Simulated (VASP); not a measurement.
Set up this calculation in VASP 6.6.1, as the native input.

```
Task                   : single point
Functional             : PBEsol
Potentials or basis    : VASP PAW PBE potentials, release 64 (F)
Cutoff                 : 520 eV
k mesh                 : 18 × 18 × 10
Occupations            : fermi-dirac, width 0.1 eV
Spin                   : no spin polarisation
Dipole correction      : no
Further INCAR settings : ALGO = Normal; EDIFF = 1e-06; NBANDS = 14
```

The structure of F lies in POSCAR:

```
F
1.0
    2.5131615857      0.0000000000      0.0000000000
   -1.2565807929      2.1764617770      0.0000000000
    0.0000000000      0.0000000000      2.8680561719
F
2
Direct
    0.3333333333      0.6666666667      0.2500000000
    0.6666666667      0.3333333333      0.7500000000
```

One way to write it, as run:

INCAR

```
  PREC = Accurate
  ENCUT = 520
  EDIFF = 1E-6
  ISMEAR = -1
  SIGMA = 0.1
  LREAL = False
  LASPH = True
  NELM = 60
  ALGO = Normal
  ISIF = 2
  LWAVE = False
  LCHARG = False
  GGA = PS
  NBANDS = 14
```

KPOINTS

```
regular mesh
0
Gamma
  18 18 10
```

Potentials or basis: VASP PAW PBE potentials, release 64 (F).

Launch:

```bash
$ cat potpaw_PBE.64/F/POTCAR > POTCAR
$ mpirun -np 1 vasp_std > vasp.out
```

Results of the run:

```yaml
Pressure: 22.7 GPa
Band_gap_on_the_k_mesh: zero (bands 7 and 8 overlap by 1.91 eV)
```

Caveat: the cell stands under pressure; the PAW data sets were made with another functional, which shifts forces and pressure a little.

It took 56 s on 1 thread of Intel Xeon 8259CL (shared host), peak memory 0.15 GiB.
